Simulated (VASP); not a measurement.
GaMo:

```
Ga Mo
1.0
     4.57792    0.00000    0.00000
     0.00000    3.02951    0.00000
     0.00000    0.00000    4.67410
Ga Mo
2 2
Direct
  0.75000 0.00000 0.68700
  0.25000 0.00000 0.31300
  0.75000 0.50000 0.18800
  0.25000 0.50000 0.81200
```

```yaml
Program: VASP 6.6.1
Task: relaxation of cell and atoms
Functional: PBE
Potentials_or_basis: VASP PAW PBE potentials, release 64 (Ga_d, Mo_sv)
Cutoff: 600 eV
k_mesh: 4 × 6 × 4
Occupations: gaussian, width 0.1 eV
Spin: no spin polarisation
```

At the start: pressure -9.5 GPa; volume 16.21 Å³/atom.

Where does the relaxation end?

Over 20 steps the energy falls by 77.7 meV/atom and the volume is 15.32 Å³/atom (-5.5 %); space group Pmma (No. 51, to 0.1 Å) before and after.

Step by step:
```
step  energy change (eV)  largest force (eV/Å)  pressure (GPa)  volume (Å³)
   1              0.0000                0.9495           -9.47        64.82
   2              0.0964                0.5130           18.57        56.24
   3             -0.1505                0.5600            0.85        60.83
   4             -0.1506                0.5497            1.09        60.75
   5             -0.1815                0.2563            0.64        61.03
   6             -0.1931                0.4821            0.31        61.31
   7             -0.2188                0.3240           -1.15        61.77
   8             -0.2404                0.1024           -3.50        62.61
   9             -0.2495                0.0780           -3.23        62.50
  10             -0.2705                0.0310           -2.32        62.15
  11             -0.2748                0.1016           -0.03        61.40
  12             -0.2796                0.0375           -1.22        61.77
  13             -0.2877                0.0198           -0.78        61.60
  14             -0.3014                0.0824            0.41        61.16
  15             -0.2947                0.2159            3.30        60.26
  16             -0.3046                0.1275            1.34        60.84
  17             -0.3089                0.0735            0.45        61.14
  18             -0.3101                0.0256           -0.34        61.43
  19             -0.3107                0.0174           -0.14        61.35
  20             -0.3109                0.0135            0.11        61.26
```

Final structure:
```cif
data_structure
_symmetry_space_group_name_H-M 'P 1'
_symmetry_Int_Tables_number 1
_cell_length_a 4.6183
_cell_length_b 2.7396
_cell_length_c 4.8421
_cell_angle_alpha 90.000
_cell_angle_beta 90.000
_cell_angle_gamma 90.000
_cell_volume 61.26
loop_
_atom_site_label
_atom_site_type_symbol
_atom_site_fract_x
_atom_site_fract_y
_atom_site_fract_z
_atom_site_occupancy
Ga1 Ga 0.75000 0.00000 0.66462 1
Ga2 Ga 0.25000 0.00000 0.33538 1
Mo1 Mo 0.75000 0.50000 0.15985 1
Mo2 Mo 0.25000 0.50000 0.84015 1
```
